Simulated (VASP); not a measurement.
# CdH2O2 (P3m1) in VASP: further runs, part 3 of 3

VASP 6.6.1. Earlier steps stand in the parts before.

## (5) Single point, PBEsol+D3(BJ)

This run uses another cell than the first one, of 10.43 Å³/atom, 0.885 times its volume.

File INCAR:

```
ALGO     = Normal         # electronic algorithm
EDIFF    = 1E-6           # SCF threshold, eV
ENCUT    = 600            # plane-wave cutoff, eV
GGA      = PS             # functional
GGA_COMPAT= False        
ISIF     = 2              # what is computed and relaxed
ISMEAR   = 0              # smearing method
IVDW     = 12             # dispersion correction
LASPH    = True           # aspherical terms in the spheres
LCHARG   = True           # write CHGCAR
LELF     = True           # ELF
LREAL    = False          # projectors in reciprocal space
LVHAR    = True         
LWAVE    = False          # write WAVECAR
NBANDS   = 25             # bands
NELM     = 120            # most SCF steps
PREC     = Accurate       # precision mode
SIGMA    = 0.01           # smearing width, eV
```

File KPOINTS:

```
k-points
0
Gamma
  6 6 4
```

File POSCAR:

```
CdH2O2
1.0
    3.7345679719      0.0000000000      0.0000000000
   -1.8672839859      3.2342303487      0.0000000000
    0.0000000000      0.0000000000      4.3196492046
Cd H O
1 2 2
Direct
    0.3333333333      0.6666666667      0.9873000000
    0.0000000000      0.0000000000      0.0080770000
    0.6666666667      0.3333333333      0.4318850000
    0.0000000000      0.0000000000      0.7861940000
    0.6666666667      0.3333333333      0.2118940000
```

Potentials or basis: VASP PAW PBE potentials, release 64 (Cd_sv_GW, H, O).

On the command line:

```console
$ cat potpaw_PBE.64/Cd_sv_GW/POTCAR potpaw_PBE.64/H/POTCAR potpaw_PBE.64/O/POTCAR > POTCAR
$ mpirun -np 1 vasp_std > vasp.out
```

OUTCAR:

```text
EDIFF = 1E-6
   ENCUT = 600
   GGA = PS
   ISIF = 2
   ISMEAR = 0
   IVDW = 12
   LASPH = True
   LREAL = False
   NELM = 120
   PREC = Accurate
 IVDW          = 12

 ion  position               nearest neighbor table
   1  0.333  0.667  0.987-
   2  0.000  0.000  0.008-   4 0.96
   3  0.667  0.333  0.432-   5 0.95
   4  0.000  0.000  0.786-   2 0.96
   5  0.667  0.333  0.212-   3 0.95

  LATTYP: Found a hexagonal cell.
 ALAT       =     3.7345679719
 C/A-ratio  =     1.1566663767

  Lattice vectors:

 A1 = (   3.7345679719,   0.0000000000,   0.0000000000)
 A2 = (  -1.8672839859,   3.2342303487,   0.0000000000)
 A3 = (   0.0000000000,   0.0000000000,   4.3196492046)

Analysis of symmetry for initial positions (statically):
=====================================================================
 Subroutine PRICEL returns:
 Original cell was already a primitive cell.

 Routine SETGRP: Setting up the symmetry group for a
 hexagonal supercell.

[... 169 lines left out ...]

  energy without entropy =      -22.63482843  energy(sigma->0) =      -22.63482843

 E-fermi :   1.3542     XC(G=0):  -9.9641

 val. band max:        1.0509982712   @ k =   0.5000   0.0000   0.0000
 cond. band min:       2.3774499090   @ k =   0.0000   0.0000   0.0000
 fundamental gap:      1.3264516377
 Fermi energy:         1.3542089116

 k-point     1 :       0.0000    0.0000    0.0000
  band No.  band energies     occupation
      1     -99.0153      2.00000
      2     -60.1866      2.00000
      3     -60.1084      2.00000
      4     -60.1084      2.00000
      5     -17.7645      2.00000
      6     -16.5129      2.00000
[... 661 lines left out ...]
     24      16.3499      0.00000
     25      17.0169      0.00000

------------------------ aborting loop because EDIFF is reached ----------------------------------------

 Edisp (eV)   -0.47462

 E8    (eV) :    -0.2653

  FORCE on cell =-STRESS in cart. coord.  units (eV):
  Direction    XX          YY          ZZ          XY          YZ          ZX
  --------------------------------------------------------------------------------------
  -------------------------------------------------------------------------------------
  Total      -0.32789    -0.32789     2.28318    -0.00000     0.00000     0.00000
  in kB     -10.06873   -10.06873    70.11166    -0.00000     0.00000     0.00000
  external pressure =       16.66 kB  Pullay stress =        0.00 kB

 VOLUME and BASIS-vectors are now :
 -----------------------------------------------------------------------------
  energy-cutoff  :      600.00
  volume of cell :       52.17
      direct lattice vectors                 reciprocal lattice vectors
     3.734567972  0.000000000  0.000000000     0.267768590  0.154596286  0.000000000
    -1.867283986  3.234230349  0.000000000     0.000000000  0.309192572  0.000000000
     0.000000000  0.000000000  4.319649205     0.000000000  0.000000000  0.231500280

 POSITION                                       TOTAL-FORCE (eV/Angst)
 -----------------------------------------------------------------------------------
     -0.00000      2.15615      4.26479         0.000000      0.000000     -0.081248
      0.00000      0.00000      0.03489         0.000000     -0.000000      1.535795
      1.86728      1.07808      1.86559         0.000000     -0.000000      1.571767
      0.00000      0.00000      3.39608        -0.000000     -0.000000     -1.477667
      1.86728      1.07808      0.91531        -0.000000      0.000000     -1.548647
 -----------------------------------------------------------------------------------
    total drift:                                0.000001      0.000001     -0.001073

  FREE ENERGIE OF THE ION-ELECTRON SYSTEM (eV)
  ---------------------------------------------------
  free  energy   TOTEN  =       -23.1094504992 eV

  energy  without entropy=      -23.1094504992  energy(sigma->0) =      -23.10945050
```

stdout:

```text
POSCAR found type information on POSCAR CdH O
 POSCAR found :  3 types and       5 ions
 scaLAPACK will be used
 -----------------------------------------------------------------------------
|                                                                             |
|                                                                             |
|     You enforced a specific xc type in the INCAR file but a different       |
|     I HOPE YOU KNOW WHAT YOU ARE DOING!                                     |
|                                                                             |
 -----------------------------------------------------------------------------

 LDA part: xc-table for (Slater+PW92), standard interpolation
 POSCAR, INCAR and KPOINTS ok, starting setup
 FFT: planning ... GRIDC
 FFT: planning ... GRID_SOFT
 FFT: planning ... GRID
 WAVECAR not read
 entering main loop
```

It took 24 s on 1 thread of Intel Xeon 6975P-C (Granite Rapids), shared host; peak memory 0.22 GiB.

What came out:

```
Free energy                : -23.1095 eV
Pressure                   : 1.7 GPa
Largest force              : 1.572 eV/Å
Band gap on the k mesh     : 1.33 eV, indirect (least direct gap 1.85 eV)
Dispersion energy per atom : -0.095 eV
```

Forces on the atoms (eV/Å):
```
Cd   0.000  0.000 -0.081
H    0.000  0.000  1.536
H    0.000  0.000  1.572
O    0.000  0.000 -1.478
O    0.000  0.000 -1.549
```

Stress tensor (GPa, compression positive):
```
-1.01  0.00  0.00
 0.00 -1.01  0.00
 0.00  0.00  7.01
```

Caveat: the PAW data sets were made with another functional, which shifts forces and pressure a little. A k mesh can miss the band edges.

## (6) Single point, PBEsol+D3(BJ)

This run uses another cell than the first one, of 12.25 Å³/atom, 1.038 times its volume.

INCAR is that of step 5.

KPOINTS is that of step 5.

POSCAR: that of step 5 with these lines changed.

```diff
@@ -2,5 +2,5 @@
 1.0
-    3.7345679719      0.0000000000      0.0000000000
-   -1.8672839859      3.2342303487      0.0000000000
-    0.0000000000      0.0000000000      4.3196492046
+    3.9396019557      0.0000000000      0.0000000000
+   -1.9698009779      3.4117949661      0.0000000000
+    0.0000000000      0.0000000000      4.5568051198
 Cd H O
```

Potentials or basis: VASP PAW PBE potentials, release 64 (Cd_sv_GW, H, O).

On the command line:

```console
$ cat potpaw_PBE.64/Cd_sv_GW/POTCAR potpaw_PBE.64/H/POTCAR potpaw_PBE.64/O/POTCAR > POTCAR
$ mpirun -np 1 vasp_std > vasp.out
```

It took 86 s on 1 thread of Intel Xeon Platinum 8259CL at 2.50GHz (Skylake/Cascade Lake), shared host; peak memory 0.23 GiB.

Results (log left out):

```yaml
Free_energy: -22.8345 eV
Pressure: -10.6 GPa
Largest_force: 1.417 eV/Å
Band_gap_on_the_k_mesh: 0.95 eV, indirect (least direct gap 1.47 eV)
Dispersion_energy_per_atom: -0.080 eV
```

Forces on the atoms (eV/Å):
```
Cd   0.000  0.000 -0.016
H    0.000  0.000 -0.711
H    0.000  0.000 -0.942
O    0.000  0.000  1.417
O    0.000  0.000  0.251
```

Stress tensor (GPa, compression positive):
```
-10.88   0.00   0.00
  0.00 -10.88   0.00
  0.00   0.00 -10.09
```

Levels at points of the mesh, in eV from the valence-band top:
| k point | band 14 | band 15 | band 16 | band 17 | band 18 | band 19 | band 20 | band 21 |
| --- | --- | --- | --- | --- | --- | --- | --- | --- |
| (0.00, 0.00, 0.00) | -0.80 | -0.80 | -0.53 | -0.53 | 0.95 | 6.01 | 9.43 | 10.30 |
| (0.50, 0.00, 0.00) | -2.90 | -2.01 | -1.47 | 0.00 | 4.73 | 5.79 | 8.02 | 9.37 |
| (0.00, 0.00, 0.50) | -0.90 | -0.90 | -0.39 | -0.39 | 2.60 | 4.59 | 9.78 | 10.35 |
| (0.50, 0.00, 0.50) | -2.29 | -1.78 | -1.37 | -0.25 | 4.87 | 6.00 | 7.70 | 8.66 |

Caveat: the PAW data sets were made with another functional, which shifts forces and pressure a little.

## (7) The runs side by side

```csv
potentials or basis,cell,cutoff (eV),second run,gap on the mesh (eV),pressure (GPa),largest force (eV/Å)
"VASP PAW PBE potentials, release 64 (Cd, H, O)","a = 3.890, b = 3.890, c = 4.500 Å, angles 90.0, 90.0, 120.0°, 5 atoms",520,-,1.02,-7.8,0.80
"VASP PAW PBE potentials, release 64 (Cd, H, O)","a = 3.940, b = 3.940, c = 4.557 Å, angles 90.0, 90.0, 120.0°, 5 atoms",520,-,0.94,-10.0,1.39
"VASP PAW PBE potentials, release 64 (Cd, H, O)","a = 3.988, b = 3.988, c = 4.612 Å, angles 90.0, 90.0, 120.0°, 5 atoms",520,-,0.86,-11.7,1.91
"VASP PAW PBE potentials, release 64 (Cd_sv_GW, H, O)","a = 3.735, b = 3.735, c = 4.320 Å, angles 90.0, 90.0, 120.0°, 5 atoms",600,valence_matched,1.33,1.7,1.57
"VASP PAW PBE potentials, release 64 (Cd_sv_GW, H, O)","a = 3.940, b = 3.940, c = 4.557 Å, angles 90.0, 90.0, 120.0°, 5 atoms",600,valence_matched,0.95,-10.6,1.42
```

Alike in all rows: task single point; level PBEsol+D3(BJ); no spin polarisation; k mesh 6 × 6 × 4; smearing gaussian 0.01 eV.

Caveats: the PAW data sets were made with another functional, which shifts forces and pressure a little.

Absolute energies hang on the potentials; compare differences alone.
